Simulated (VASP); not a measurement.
Input of a VASP 6.6.1 run:

File INCAR:

```
SYSTEM = WC
PREC     = Accurate       ! precision mode
ENCUT    = 520            ! plane-wave cutoff, eV
EDIFF    = 1E-6           ! SCF threshold, eV
ISMEAR   = 0              ! smearing method
SIGMA    = 0.15           ! smearing width, eV
LREAL    = .FALSE.        ! projectors in reciprocal space
LASPH    = .TRUE.         ! aspherical terms in the spheres
NELM     = 80             ! most SCF steps
ALGO     = Normal         ! electronic algorithm
ISIF     = 2              ! what is computed and relaxed
LWAVE    = .FALSE.        ! write WAVECAR
LCHARG   = .FALSE.        ! write CHGCAR
GGA      = PE             ! functional
NBANDS   = 16             ! bands
```

File KPOINTS:

```
regular mesh
0
G
  24 24 18
  0 0 0
```

The input POSCAR:

```
WC
1.0
    2.6576143944      0.0000000000      0.0000000000
   -1.3288071972      2.3015615790      0.0000000000
    0.0000000000      0.0000000000      3.3697306049
W C
1 1
Direct
    0.0000000000      0.0000000000      0.0000000000
    0.6666666667      0.3333333333      0.5000000000
```

Potentials or basis: VASP PAW PBE potentials, release 64 (W_sv, C).

The run is started by

```sh
$ cat potpaw_PBE.64/W_sv/POTCAR potpaw_PBE.64/C/POTCAR > POTCAR
$ mpirun -np 1 vasp_std > vasp.out
```

(1) What does it give for the pressure?

(2) Predict the band gap on the k mesh.

## Answers

(1) 17.3 GPa.

(2) zero (bands 9 and 10 overlap by 1.34 eV).

Caveat: the stress differs along the axes, from -81 to 66 GPa; spin-orbit coupling is left out, which moves the levels of the heavy elements.
